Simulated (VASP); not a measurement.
# CaO in VASP: notebook, part 2 of 2

VASP 6.6.1. Earlier steps stand in the parts before.

## (4) Single point, r2SCAN

This run uses another cell than the first one, of 13.78 Å³/atom, 0.973 times its volume.

Contents of POSCAR:

```
CaO
1.0
    2.3974414048      2.3974414048      0.0000000000
   -2.3974414048      2.3974414048      0.0000000000
    0.0000000000      2.3974414048      2.3974414048
Ca O
1 1
Direct
    0.0000000000      0.0000000000      0.0000000000
    0.5000000000      0.5000000000      0.0000000000
```

Contents of INCAR.step1:

```
PREC = Accurate
ENCUT = 520
ISMEAR = -1
SIGMA = 0.08
LREAL = False
LASPH = True
NELM = 60
NBANDS = 15
GGA = PE
ALGO = Normal
EDIFF = 1E-4
LWAVE = True
LCHARG = False
```

Contents of INCAR.step2:

```
PREC = Accurate
ENCUT = 520
EDIFF = 1E-6
ISMEAR = -1
SIGMA = 0.08
LREAL = False
LASPH = True
NELM = 60
ALGO = Normal
ISIF = 2
LWAVE = False
LCHARG = False
METAGGA = R2SCAN
LMIXTAU = True
NBANDS = 15
ISTART = 1
```

Contents of KPOINTS:

```
Automatic mesh
0
Gamma
  12 12 12
```

Potentials or basis: VASP PAW PBE potentials, release 64 (Ca_sv, O).

On the command line:

```console
$ cat potpaw_PBE.64/Ca_sv/POTCAR potpaw_PBE.64/O/POTCAR > POTCAR
$ cp INCAR.step1 INCAR
$ mpirun -np 1 vasp_std > vasp.out
$ cp INCAR.step2 INCAR
$ mpirun -np 1 vasp_std > vasp.out
```

OUTCAR:

```text
PREC = Accurate
   ENCUT = 520
   EDIFF = 1E-6
   ISMEAR = -1
   LREAL = False
   LASPH = True
   NELM = 60
   ISIF = 2
   METAGGA = R2SCAN
   ISTART = 1

 ion  position               nearest neighbor table
   1  0.000  0.000  0.000-   2 2.40   2 2.40   2 2.40   2 2.40   2 2.40   2 2.40
   2  0.500  0.500  0.000-   1 2.40   1 2.40   1 2.40   1 2.40   1 2.40   1 2.40

  LATTYP: Found a face centered cubic cell.
 ALAT       =     4.7948828096

  Lattice vectors:

 A1 = (   0.0000000000,   2.3974414048,   2.3974414048)
 A2 = (   2.3974414048,   0.0000000000,   2.3974414048)
 A3 = (   2.3974414048,   2.3974414048,   0.0000000000)

Analysis of symmetry for initial positions (statically):
=====================================================================
 Subroutine PRICEL returns:
 Original cell was already a primitive cell.

 Routine SETGRP: Setting up the symmetry group for a
 face centered cubic supercell.

 Subroutine GETGRP returns: Found 48 space group operations
 (whereof 48 operations were pure point group operations)
 out of a pool of 48 trial point group operations.

The static configuration has the point symmetry O_h .

Analysis of symmetry for dynamics (positions and initial velocities):
=====================================================================
 Subroutine PRICEL returns:
 Original cell was already a primitive cell.

 Routine SETGRP: Setting up the symmetry group for a
 face centered cubic supercell.

 Subroutine GETGRP returns: Found 48 space group operations
 (whereof 48 operations were pure point group operations)
 out of a pool of 48 trial point group operations.

The dynamic configuration has the point symmetry O_h .

 Subroutine INISYM returns: Found 48 space group operations
 (whereof 48 operations are pure point group operations),
 and found     1 'primitive' translations

[... 117 lines left out ...]
  Thomas-Fermi vector in A             =   2.491910
   LORBIT       =      0    0 simple, 1 ext, 2 COOP (PROOUT), +10 PAW based schemes
   METAGGA = R2SCAN    functional components
   LHFCALC =     F    Hartree Fock is set to
   AEXX    =    0.0000 exact exchange contribution
   IVDW    =     0    specifies the selected vdW correction
   LEPSILON=     F    determine dielectric tensor
   LRPA    =     F    only Hartree local field effects (RPA)
 non-spin polarized calculation
  energy-cutoff  :      520.00
  volume of cell :       27.56
 maximum number of plane-waves:       754
 NGX is ok and might be reduce to    28
   NGX = 13   NGY = 13   NGZ = 13

 number of electron      15.9999997 magnetization

 Free energy of the ion-electron system (eV)
  ---------------------------------------------------
  ext. energy  EPLUGINS =         0.00000000
  ---------------------------------------------------
  free energy    TOTEN  =       -19.45302576 eV

  energy without entropy =      -19.45302576  energy(sigma->0) =      -19.45302576

 E-fermi :   3.6408     XC(G=0): -11.1127

 val. band max:        2.0555300137   @ k =   0.0000   0.0000   0.0000
 cond. band min:       6.2425693932   @ k =   0.5000   0.5000   0.0000
 fundamental gap:      4.1870393795
 Fermi energy:         3.6407673595

 k-point     1 :       0.0000    0.0000    0.0000
  band No.  band energies     occupation
      1     -36.9698      2.00000
      2     -16.8565      2.00000
      3     -16.8565      2.00000
      4     -16.8565      2.00000
      5     -14.4318      2.00000
      6       2.0555      2.00000
      7       2.0555      2.00000
      8       2.0555      2.00000
      9       7.5453      0.00000
     10       8.9267      0.00000
     11       8.9267      0.00000
     12       8.9268      0.00000
     13      10.5350      0.00000
     14      10.5350      0.00000
[... 401 lines left out ...]
      2     -17.8082      2.00000
      3     -16.9830      2.00000
      4     -16.9619      2.00000
      5     -13.4756      2.00000
      6       0.0261      2.00000
      7       1.0292      2.00000
      8       1.2538      2.00000
      9       8.3641      0.00000
     10      10.4818      0.00000
     11      11.2814      0.00000
     12      11.3890      0.00000
     13      12.2945      0.00000
     14      13.5386      0.00000
     15      18.0907      0.00000

 [... further k-points ...]
[... 5 lines left out ...]
  --------------------------------------------------------------------------------------
  -------------------------------------------------------------------------------------
  Total        0.1810913      0.1810913      0.1810913     -0.0000000      0.0000000     -0.0000000
  in kB       10.5277146     10.5277146     10.5277146     -0.0000000      0.0000000     -0.0000000
  external PRESSURE =      10.5277146 kB  Pullay stress =       0.0000000 kB

 VOLUME and BASIS-vectors are now :
 -----------------------------------------------------------------------------
  energy-cutoff  :      520.00
  volume of cell :       27.56
      direct lattice vectors                 reciprocal lattice vectors
     2.397441405  2.397441405  0.000000000     0.208555671  0.208555671 -0.208555671
    -2.397441405  2.397441405  0.000000000    -0.208555671  0.208555671 -0.208555671
     0.000000000  2.397441405  2.397441405     0.000000000  0.000000000  0.417111341

 POSITION                                       TOTAL-FORCE (eV/Angst)
 -----------------------------------------------------------------------------------
      0.00000      0.00000      0.00000         0.000000      0.000000      0.000000
      0.00000      2.39744      0.00000        -0.000000     -0.000000      0.000000
 -----------------------------------------------------------------------------------
    total drift:                               -0.000000      0.000000     -0.000000

  FREE ENERGIE OF THE ION-ELECTRON SYSTEM (eV)
  ---------------------------------------------------
  free  energy   TOTEN  =       -19.4530257572 eV

  energy  without entropy=      -19.4530257570  energy(sigma->0) =      -19.45302576
```

OSZICAR.step1:

```text
N       E                     dE             d eps       ncg     rms          rms(c)
DAV:   1     0.127471994789E+03    0.12747E+03   -0.84163E+03  2160   0.109E+03
DAV:   2    -0.906830004461E+01   -0.13654E+03   -0.12703E+03  2643   0.293E+02
DAV:   3    -0.143702875467E+02   -0.53020E+01   -0.52567E+01  2553   0.600E+01
DAV:   4    -0.145091391048E+02   -0.13885E+00   -0.13876E+00  3097   0.867E+00
DAV:   5    -0.145103184602E+02   -0.11794E-02   -0.11793E-02  2477   0.717E-01    0.856E+00
DAV:   6    -0.128728890254E+02    0.16374E+01   -0.50731E+00  2413   0.221E+01    0.357E+00
DAV:   7    -0.128010368498E+02    0.71852E-01   -0.40402E-01  2392   0.660E+00    0.180E+00
DAV:   8    -0.127985541105E+02    0.24827E-02   -0.75226E-02  2790   0.296E+00    0.422E-01
DAV:   9    -0.127970115997E+02    0.15425E-02   -0.46182E-03  2209   0.571E-01    0.109E-01
DAV:  10    -0.127976621441E+02   -0.65054E-03   -0.72321E-04  2658   0.243E-01    0.414E-02
DAV:  11    -0.127976374166E+02    0.24727E-04   -0.42341E-05  1801   0.830E-02
   1 F= -.12797637E+02 E0= -.12797637E+02  d E =-.710491E-10
```

It took 2 min on 1 thread of Intel Xeon Platinum 8259CL at 2.50GHz (Skylake/Cascade Lake), shared host; peak memory 0.18 GiB.

What came out:

```
Free energy            : -19.4530 eV
Pressure               : 1.1 GPa
Band gap on the k mesh : 4.19 eV, indirect (least direct gap 4.56 eV)
```

Caveat: the PAW data sets were made with another functional, which shifts forces and pressure a little. r2SCAN opens gaps a little over a GGA but as a rule still falls short of measured ones.

## (5) Single point, r2SCAN

This run uses another cell than the first one, of 13.78 Å³/atom, 0.973 times its volume.

POSCAR is that of step 4.

Contents of INCAR.step1:

```
SYSTEM = CaO
PREC     = Accurate       ! precision mode
ENCUT    = 520            ! plane-wave cutoff, eV
ISMEAR   = 0              ! smearing method
SIGMA    = 0.01           ! smearing width, eV
LREAL    = .FALSE.        ! projectors in reciprocal space
LASPH    = .TRUE.         ! aspherical terms in the spheres
NELM     = 80             ! most SCF steps
NBANDS   = 15             ! bands
GGA      = PE             ! functional
ALGO     = Normal         ! electronic algorithm
EDIFF    = 1E-4           ! SCF threshold, eV
LWAVE    = .TRUE.         ! write WAVECAR
LCHARG   = .FALSE.        ! write CHGCAR
```

Contents of INCAR.step2:

```
SYSTEM = CaO
PREC     = Accurate       ! precision mode
ENCUT    = 520            ! plane-wave cutoff, eV
EDIFF    = 1E-7           ! SCF threshold, eV
ISMEAR   = 0              ! smearing method
SIGMA    = 0.01           ! smearing width, eV
LREAL    = .FALSE.        ! projectors in reciprocal space
LASPH    = .TRUE.         ! aspherical terms in the spheres
NELM     = 80             ! most SCF steps
ALGO     = Normal         ! electronic algorithm
ISIF     = 2              ! what is computed and relaxed
LWAVE    = .FALSE.        ! write WAVECAR
LCHARG   = .FALSE.        ! write CHGCAR
METAGGA  = R2SCAN         ! meta-GGA
LMIXTAU  = .TRUE.       
NBANDS   = 15             ! bands
ISTART   = 1
```

Contents of KPOINTS:

```
regular mesh
0
G
  8 8 8
  0 0 0
```

Potentials or basis: VASP PAW PBE potentials, release 64 (Ca_sv, O).

On the command line:

```console
$ cat potpaw_PBE.64/Ca_sv/POTCAR potpaw_PBE.64/O/POTCAR > POTCAR
$ cp INCAR.step1 INCAR
$ mpirun -np 1 vasp_std > vasp.out
$ cp INCAR.step2 INCAR
$ mpirun -np 1 vasp_std > vasp.out
```

OUTCAR:

```text
SYSTEM = CaO
   PREC = Accurate
   ENCUT = 520
   EDIFF = 1E-7
   ISMEAR = 0
   LREAL = .FALSE.
   LASPH = .TRUE.
   NELM = 80
   ISIF = 2
   METAGGA = R2SCAN
   ISTART = 1

 ion  position               nearest neighbor table
   1  0.000  0.000  0.000-   2 2.40   2 2.40   2 2.40   2 2.40   2 2.40   2 2.40
   2  0.500  0.500  0.000-   1 2.40   1 2.40   1 2.40   1 2.40   1 2.40   1 2.40

  LATTYP: Found a face centered cubic cell.
 ALAT       =     4.7948828096

  Lattice vectors:

 A1 = (   0.0000000000,   2.3974414048,   2.3974414048)
 A2 = (   2.3974414048,   0.0000000000,   2.3974414048)
 A3 = (   2.3974414048,   2.3974414048,   0.0000000000)

Analysis of symmetry for initial positions (statically):
=====================================================================
 Subroutine PRICEL returns:
 Original cell was already a primitive cell.

 Routine SETGRP: Setting up the symmetry group for a
 face centered cubic supercell.

 Subroutine GETGRP returns: Found 48 space group operations
 (whereof 48 operations were pure point group operations)
 out of a pool of 48 trial point group operations.

The static configuration has the point symmetry O_h .

Analysis of symmetry for dynamics (positions and initial velocities):
[... 170 lines left out ...]
      2     -16.8567      2.00000
      3     -16.8567      2.00000
      4     -16.8567      2.00000
      5     -14.4315      2.00000
      6       2.0556      2.00000
      7       2.0556      2.00000
      8       2.0556      2.00000
      9       7.5451      0.00000
     10       8.9265      0.00000
     11       8.9266      0.00000
     12       8.9266      0.00000
     13      10.5348      0.00000
     14      10.5349      0.00000
[... 401 lines left out ...]
      2     -17.8430      2.00000
      3     -17.0975      2.00000
      4     -16.9834      2.00000
      5     -13.4315      2.00000
      6       0.0197      2.00000
      7       0.9305      2.00000
      8       0.9932      2.00000
      9       9.4651      0.00000
     10       9.5540      0.00000
     11      11.5506      0.00000
     12      11.7831      0.00000
     13      13.0903      0.00000
     14      14.8604      0.00000
     15      17.0294      0.00000

 [... further k-points ...]
[... 5 lines left out ...]
  --------------------------------------------------------------------------------------
  -------------------------------------------------------------------------------------
  Total        0.1847424      0.1847424      0.1847424     -0.0000000     -0.0000000      0.0000000
  in kB       10.7399724     10.7399724     10.7399724     -0.0000000     -0.0000000      0.0000000
  external PRESSURE =      10.7399724 kB  Pullay stress =       0.0000000 kB

 VOLUME and BASIS-vectors are now :
 -----------------------------------------------------------------------------
  energy-cutoff  :      520.00
  volume of cell :       27.56
      direct lattice vectors                 reciprocal lattice vectors
     2.397441405  2.397441405  0.000000000     0.208555671  0.208555671 -0.208555671
    -2.397441405  2.397441405  0.000000000    -0.208555671  0.208555671 -0.208555671
     0.000000000  2.397441405  2.397441405     0.000000000  0.000000000  0.417111341

 POSITION                                       TOTAL-FORCE (eV/Angst)
 -----------------------------------------------------------------------------------
      0.00000      0.00000      0.00000        -0.000000     -0.000000      0.000000
      0.00000      2.39744      0.00000         0.000000      0.000000      0.000000
 -----------------------------------------------------------------------------------
    total drift:                               -0.000000      0.000000     -0.000000

  FREE ENERGIE OF THE ION-ELECTRON SYSTEM (eV)
  ---------------------------------------------------
  free  energy   TOTEN  =       -19.4530249972 eV

  energy  without entropy=      -19.4530249972  energy(sigma->0) =      -19.45302500
```

OSZICAR.step1:

```text
N       E                     dE             d eps       ncg     rms          rms(c)
DAV:   1     0.124900787647E+03    0.12490E+03   -0.82085E+03   870   0.109E+03
DAV:   2    -0.937247448538E+01   -0.13427E+03   -0.12538E+03  1108   0.297E+02
DAV:   3    -0.143807908313E+02   -0.50083E+01   -0.49760E+01  1045   0.592E+01
DAV:   4    -0.145092183938E+02   -0.12843E+00   -0.12837E+00  1220   0.835E+00
DAV:   5    -0.145103080421E+02   -0.10896E-02   -0.10896E-02  1010   0.772E-01    0.856E+00
DAV:   6    -0.128732480898E+02    0.16371E+01   -0.50721E+00   948   0.220E+01    0.356E+00
DAV:   7    -0.128011348671E+02    0.72113E-01   -0.40208E-01   968   0.659E+00    0.180E+00
DAV:   8    -0.127985684395E+02    0.25664E-02   -0.74982E-02  1108   0.296E+00    0.425E-01
DAV:   9    -0.127970148846E+02    0.15536E-02   -0.45350E-03   898   0.570E-01    0.109E-01
DAV:  10    -0.127976571520E+02   -0.64227E-03   -0.70822E-04  1024   0.239E-01    0.411E-02
DAV:  11    -0.127976335647E+02    0.23587E-04   -0.40528E-05   736   0.812E-02
   1 F= -.12797634E+02 E0= -.12797634E+02  d E =-.613146E-25
```

It took 32 s on 1 thread of Intel Xeon 6975P-C (Granite Rapids), shared host; peak memory 0.16 GiB.

What came out:

```yaml
Free_energy: -19.4530 eV
Pressure: 1.1 GPa
Band_gap_on_the_k_mesh: 4.19 eV, indirect (least direct gap 4.56 eV)
```

Caveat: the PAW data sets were made with another functional, which shifts forces and pressure a little. r2SCAN opens gaps a little over a GGA but as a rule still falls short of measured ones.

## (6) The runs side by side

```tsv
cell	k mesh	smearing	gap on the mesh (eV)	pressure (GPa)
a = 3.458, b = 3.458, c = 3.404 Å, angles 59.5, 59.5, 90.0°, 2 atoms	8 × 8 × 8	gaussian 0.01 eV	4.07	-1.8
a = 3.458, b = 3.458, c = 3.408 Å, angles 59.5, 59.5, 90.0°, 2 atoms	8 × 8 × 8	gaussian 0.01 eV	4.08	-2.1
a = 3.390 Å, angles 60.0, 60.0, 90.0°, 2 atoms	12 × 12 × 12	fermi-dirac 0.08 eV	4.19	1.1
a = 3.390 Å, angles 60.0, 60.0, 90.0°, 2 atoms	8 × 8 × 8	gaussian 0.01 eV	4.19	1.1
```

Alike in all rows: task single point; level r2SCAN; potentials or basis VASP PAW PBE potentials, release 64 (Ca_sv, O); no spin polarisation; cutoff (eV) 520.

Caveats: the PAW data sets were made with another functional, which shifts forces and pressure a little.

Absolute energies hang on the potentials; compare differences alone.
